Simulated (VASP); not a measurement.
Write the native input for VASP 6.6.1 that does the following.

- Task: single point
- Functional: PBEsol
- Potentials or basis: VASP PAW PBE potentials, release 64 (Pb_d, Ti_sv, O)
- Cutoff: 600 eV
- k mesh: 8 × 8 × 8
- Occupations: gaussian, width 0.02 eV
- Spin: no spin polarisation
- Dipole correction: no
- Further INCAR settings: ALGO = Normal; EDIFF = 1e-06; NBANDS = 30

The structure of TiPbO3 lies in POSCAR:

```
TiPbO3
1.0
    3.9193288108      0.0000000000      0.0000000000
    0.0000000000      3.9193288108      0.0000000000
    0.0000000000      0.0000000000      3.9193288108
Pb Ti O
1 1 3
Direct
    0.0000000000      0.0000000000      0.0000000000
    0.5000000000      0.5000000000      0.5000000000
    0.0000000000      0.5000000000      0.5000000000
    0.5000000000      0.5000000000      0.0000000000
    0.5000000000      0.0000000000      0.5000000000
```

The input as run:

INCAR

```
SYSTEM = TiPbO3
  ALGO = Normal
  EDIFF = 1E-6
  ENCUT = 600
  GGA = PS
  GGA_COMPAT = .False.
  ISIF = 2
  ISMEAR = 0
  LASPH = .True.
  LCHARG = .False.
  LREAL = .False.
  LWAVE = .False.
  NBANDS = 30
  NELM = 120
  PREC = Accurate
  SIGMA = 0.02
```

KPOINTS

```
k-points
0
Gamma
  8 8 8
  0 0 0
```

Potentials or basis: VASP PAW PBE potentials, release 64 (Pb_d, Ti_sv, O).

Run with:

```bash
$ cat potpaw_PBE.64/Pb_d/POTCAR potpaw_PBE.64/Ti_sv/POTCAR potpaw_PBE.64/O/POTCAR > POTCAR
$ mpirun -np 1 vasp_std > vasp.out
```

It gave:

```json
{
  "Pressure": "0.2 GPa",
  "Band gap on the k mesh": "1.56 eV"
}
```

Caveat: the PAW data sets were made with another functional, which shifts forces and pressure a little; spin-orbit coupling is left out, which moves the levels of the heavy elements.

Wall time 65 s on 1 thread of Intel(R) Xeon(R) Platinum 8259CL CPU @ 2.50GHz (Skylake/Cascade Lake) (shared host), peak memory 0.22 GiB.
